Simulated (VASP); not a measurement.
# SiW (F-43m) in VASP: further runs, part 2 of 3

VASP 6.6.1. Earlier steps stand in the parts before.

## 4. Single point, PBEsol, collinear spin

Contents of INCAR:

```
SYSTEM = SiW
PREC = Accurate
ENCUT = 520
EDIFF = 1E-6
ISMEAR = 0
SIGMA = 0.1
LREAL = .FALSE.
LASPH = .TRUE.
NELM = 150
ALGO = Normal
ISIF = 2
LWAVE = .FALSE.
LCHARG = .FALSE.
ISPIN = 2
MAGMOM = 2.5 0
LORBIT = 11
LMAXMIX = 4
GGA = PS
NBANDS = 20
```

Contents of KPOINTS:

```
Automatic mesh
0
G
  14 14 14
  0 0 0
```

Contents of POSCAR:

```
SiW
1.0
    0.0000000000      2.7631810472      2.7631810472
    2.7631810472      0.0000000000      2.7631810472
    2.7631810472      2.7631810472      0.0000000000
W Si
1 1
Direct
    0.0000000000      0.0000000000      0.0000000000
    0.2500000000      0.2500000000      0.2500000000
```

Potentials or basis: VASP PAW PBE potentials, release 64 (W_sv, Si).

Run with:

```
cat potpaw_PBE.64/W_sv/POTCAR potpaw_PBE.64/Si/POTCAR > POTCAR
mpirun -np 1 vasp_std > vasp.out
```

OUTCAR:

```text
SYSTEM = SiW
   PREC = Accurate
   ENCUT = 520
   EDIFF = 1E-6
   ISMEAR = 0
   LREAL = .FALSE.
   LASPH = .TRUE.
   NELM = 150
   ISIF = 2
   ISPIN = 2
   LORBIT = 11
   GGA = PS

 ion  position               nearest neighbor table
   1  0.000  0.000  0.000-   2 2.39   2 2.39   2 2.39   2 2.39
   2  0.250  0.250  0.250-   1 2.39   1 2.39   1 2.39   1 2.39

  LATTYP: Found a face centered cubic cell.
 ALAT       =     5.5263620944

  Lattice vectors:

 A1 = (   0.0000000000,   2.7631810472,   2.7631810472)
 A2 = (   2.7631810472,   0.0000000000,   2.7631810472)
 A3 = (   2.7631810472,   2.7631810472,   0.0000000000)

Analysis of symmetry for initial positions (statically):
=====================================================================
 Subroutine PRICEL returns:
 Original cell was already a primitive cell.

 Routine SETGRP: Setting up the symmetry group for a
 face centered cubic supercell.

 Subroutine GETGRP returns: Found 24 space group operations
 (whereof 24 operations were pure point group operations)
 out of a pool of 48 trial point group operations.

The static configuration has the point symmetry T_d .

Analysis of symmetry for dynamics (positions and initial velocities):
=====================================================================
 Subroutine PRICEL returns:
 Original cell was already a primitive cell.

 Routine SETGRP: Setting up the symmetry group for a
 face centered cubic supercell.

 Subroutine GETGRP returns: Found 24 space group operations
 (whereof 24 operations were pure point group operations)
 out of a pool of 48 trial point group operations.

The dynamic configuration has the point symmetry T_d .

Analysis of structural, dynamic, and magnetic symmetry:
=====================================================================
 Subroutine PRICEL returns:
 Original cell was already a primitive cell.

 Routine SETGRP: Setting up the symmetry group for a
 face centered cubic supercell.

 Subroutine GETGRP returns: Found 24 space group operations
 (whereof 24 operations were pure point group operations)
 out of a pool of 48 trial point group operations.

The overall configuration has the point symmetry T_d .

 Subroutine INISYM returns: Found 24 space group operations
 (whereof 24 operations are pure point group operations),
 and found     1 'primitive' translations

----------------------------------------------------------------------------------------

                                     Primitive cell

  volume of cell :      42.1947

  direct lattice vectors                    reciprocal lattice vectors
     0.000000000  2.763181047  2.763181047    -0.180950865  0.180950865  0.180950865
     2.763181047  0.000000000  2.763181047     0.180950865 -0.180950865  0.180950865
     2.763181047  2.763181047  0.000000000     0.180950865  0.180950865 -0.180950865

  length of vectors
     3.907728112  3.907728112  3.907728112     0.313416091  0.313416091  0.313416091

  position of ions in fractional coordinates (direct lattice)
     0.000000000  0.000000000  0.000000000
     0.250000000  0.250000000  0.250000000
[... 61 lines left out ...]
   total plane-waves  NPLWV =  27000
   dimension x,y,z NGX =    30 NGY =   30 NGZ =   30
   dimension x,y,z NGXF=    60 NGYF=   60 NGZF=   60
   ions per type =               1   1
   NGX,Y,Z   is equivalent  to a cutoff of  12.76, 12.76, 12.76 a.u.
   NGXF,Y,Z  is equivalent  to a cutoff of  25.53, 25.53, 25.53 a.u.
 SYSTEM =  SiW
   PREC   = accura    normal or accurate (medium, high low for compatibility)
   ISTART =      0    job   : 0-new  1-cont  2-samecut
   ICHARG =      2    charge: 1-file 2-atom 10-const
   ISPIN  =      2    spin polarized calculation?
   LNONCOLLINEAR =      F non collinear calculations
   LSORBIT =      F    spin-orbit coupling
   LASPH  =      T    aspherical Exc in radial PAW
   ENCUT  =  520.0 eV  38.22 Ry    6.18 a.u.   7.27  7.27  7.27*2*pi/ulx,y,z
   NELM   =    150;   NELMIN=  2; NELMDL= -5     # of ELM steps
   EDIFF  = 0.1E-05   stopping-criterion for ELM
   LREAL  =      F    real-space projection
[... 7 lines left out ...]
   TEBEG  =    0.0;   TEEND  =   0.0 temperature during run
   PSTRESS=    0.0 pullay stress
   NELECT =      18.0000    total number of electrons
   NUPDOWN=      -1.0000    fix difference up-down
   EMIN   =  10.00;   EMAX   =-10.00  energy-range for DOS
   EFERMI =   0.00;   METHOD = LEGACY
   ISMEAR =     0;   SIGMA  =   0.10  broadening in eV -4-tet -1-fermi 0-gaus
   EFERMI_NEDOS =   21; number of points for ismear=-14 and -15
   IALGO  =     38    algorithm
   IMIX   =      4    mixing-type and parameters
     AMIX     =   0.40;   BMIX     =  1.00
     AMIX_MAG =   1.60;   BMIX_MAG =  1.00
  volume/ion in A,a.u.               =      21.10       142.37
  Fermi-wavevector in a.u.,A,eV,Ry     =   1.232385  2.328870 20.664151  1.518772
  Thomas-Fermi vector in A             =   2.367157
   LORBIT       =     11    0 simple, 1 ext, 2 COOP (PROOUT), +10 PAW based schemes
   GGA     = PS    functional components
   LHFCALC =     F    Hartree Fock is set to
   AEXX    =    0.0000 exact exchange contribution
   IVDW    =     0    specifies the selected vdW correction
   LEPSILON=     F    determine dielectric tensor
   LRPA    =     F    only Hartree local field effects (RPA)
 spin polarized calculation
 Gauss-broadening in eV      SIGMA  =   0.10
  energy-cutoff  :      520.00
  volume of cell :       42.19
 maximum number of plane-waves:      1158
 NGX is ok and might be reduce to    30
   NGX = 15   NGY = 15   NGZ = 15

 number of electron      18.0000002 magnetization      -0.0005376

 number of electron      18.0000002 magnetization       0.0012579

 Free energy of the ion-electron system (eV)
  ---------------------------------------------------
  ext. energy  EPLUGINS =         0.00000000
  ---------------------------------------------------
  free energy    TOTEN  =       -16.44248371 eV

  energy without entropy =      -16.43374813  energy(sigma->0) =      -16.43811592

 E-fermi :   5.7596     XC(G=0): -10.6533

 val. band max:        5.7588918307   @ k =  -0.2143   0.3571   0.1429
 cond. band min:       5.7746736052   @ k =  -0.3571   0.0714   0.0000
 fundamental gap:      0.0157817745
 Fermi energy:         5.7596474988

 spin component 1

 k-point     1 :       0.0000    0.0000    0.0000
  band No.  band energies     occupation
      1     -68.0259      1.00000
      2     -32.2472      1.00000
      3     -32.2472      1.00000
      4     -32.2472      1.00000
      5      -3.8163      1.00000
      6       3.0491      1.00000
[... 541 lines left out ...]
     19      19.8437      0.00000
     20      21.0712      0.00000

 [... further k-points ...]

 spin component 2

 k-point     1 :       0.0000    0.0000    0.0000
  band No.  band energies     occupation
      1     -68.0262      1.00000
      2     -32.2469      1.00000
      3     -32.2469      1.00000
      4     -32.2469      1.00000
      5      -3.8163      1.00000
      6       3.0494      1.00000
[... 541 lines left out ...]
     19      19.8438      0.00000
     20      21.0714      0.00000

 [... further k-points ...]

------------------------ aborting loop because EDIFF is reached ----------------------------------------

  FORCE on cell =-STRESS in cart. coord.  units (eV):
  Direction    XX          YY          ZZ          XY          YZ          ZX
  --------------------------------------------------------------------------------------
  -------------------------------------------------------------------------------------
  Total        0.0347646      0.0347646      0.0347646      0.0000000     -0.0000000     -0.0000000
  in kB        1.3200479      1.3200479      1.3200479      0.0000000     -0.0000000     -0.0000000
  external PRESSURE =       1.3200479 kB  Pullay stress =       0.0000000 kB

 VOLUME and BASIS-vectors are now :
 -----------------------------------------------------------------------------
  energy-cutoff  :      520.00
  volume of cell :       42.19
      direct lattice vectors                 reciprocal lattice vectors
     0.000000000  2.763181047  2.763181047    -0.180950865  0.180950865  0.180950865
     2.763181047  0.000000000  2.763181047     0.180950865 -0.180950865  0.180950865
     2.763181047  2.763181047  0.000000000     0.180950865  0.180950865 -0.180950865

 POSITION                                       TOTAL-FORCE (eV/Angst)
 -----------------------------------------------------------------------------------
      0.00000      0.00000      0.00000        -0.000000     -0.000000     -0.000000
      1.38159      1.38159      1.38159         0.000000      0.000000      0.000000
 -----------------------------------------------------------------------------------
    total drift:                               -0.000000     -0.000000     -0.000000

  FREE ENERGIE OF THE ION-ELECTRON SYSTEM (eV)
  ---------------------------------------------------
  free  energy   TOTEN  =       -16.4424837077 eV

  energy  without entropy=      -16.4337481300  energy(sigma->0) =      -16.43811592

 total charge

# of ion       s       p       d       tot
------------------------------------------
    1        2.388   6.170   3.453  12.010
    2        0.802   1.016   0.000   1.818
--------------------------------------------------
tot          3.189   7.186   3.453  13.828

 magnetization (x)

# of ion       s       p       d       tot
------------------------------------------
    1        0.000  -0.000   0.001   0.001
    2       -0.000  -0.000   0.000  -0.000
--------------------------------------------------
tot         -0.000  -0.000   0.001   0.001
```

OSZICAR:

```text
N       E                     dE             d eps       ncg     rms          rms(c)
DAV:   1     0.123686234420E+03    0.12369E+03   -0.82426E+03  8320   0.863E+02
DAV:   2    -0.130917276598E+02   -0.13678E+03   -0.13107E+03  9200   0.264E+02
DAV:   3    -0.172158754620E+02   -0.41241E+01   -0.40688E+01 10024   0.434E+01
DAV:   4    -0.172528937752E+02   -0.37018E-01   -0.37007E-01  9412   0.455E+00
DAV:   5    -0.172534491076E+02   -0.55533E-03   -0.55533E-03  9440   0.551E-01    0.189E+01
DAV:   6    -0.163848833740E+02    0.86857E+00   -0.20907E+00  9152   0.115E+01    0.540E+00
DAV:   7    -0.164456958579E+02   -0.60812E-01   -0.28268E-01  9104   0.338E+00    0.429E+00
DAV:   8    -0.164437233715E+02    0.19725E-02   -0.76852E-03  9516   0.588E-01    0.195E+00
DAV:   9    -0.164420205607E+02    0.17028E-02   -0.64612E-03  9132   0.442E-01    0.392E-01
DAV:  10    -0.164424284987E+02   -0.40794E-03   -0.11415E-03  9308   0.233E-01    0.958E-02
DAV:  11    -0.164424759047E+02   -0.47406E-04   -0.14716E-04  9236   0.787E-02    0.467E-02
DAV:  12    -0.164424836640E+02   -0.77593E-05   -0.29106E-05  9236   0.298E-02    0.213E-02
DAV:  13    -0.164424837077E+02   -0.43627E-07   -0.32282E-06  9328   0.147E-02
   1 F= -.16442484E+02 E0= -.16438116E+02  d E =-.873558E-02  mag=     0.0004
```

It took 2.2 min on 1 thread of Intel Xeon 6975P-C (Granite Rapids), shared host; peak memory 0.27 GiB.

Results:

```yaml
Free_energy: -16.4425 eV
Pressure: 0.1 GPa
Band_gap_on_the_k_mesh: zero (filled and empty bands overlap)
Net_moment: 0.00 μB per cell
Valence_electrons_inside_the_program's_atomic_spheres: W 12.01; Si 1.82
```

Caveat: the PAW data sets were made with another functional, which shifts forces and pressure a little; spin-orbit coupling is left out, which moves the levels of the heavy elements.

[end of part 2 of 3]

The gap in the log of VASP goes by the Fermi energy; the results here count the filled bands.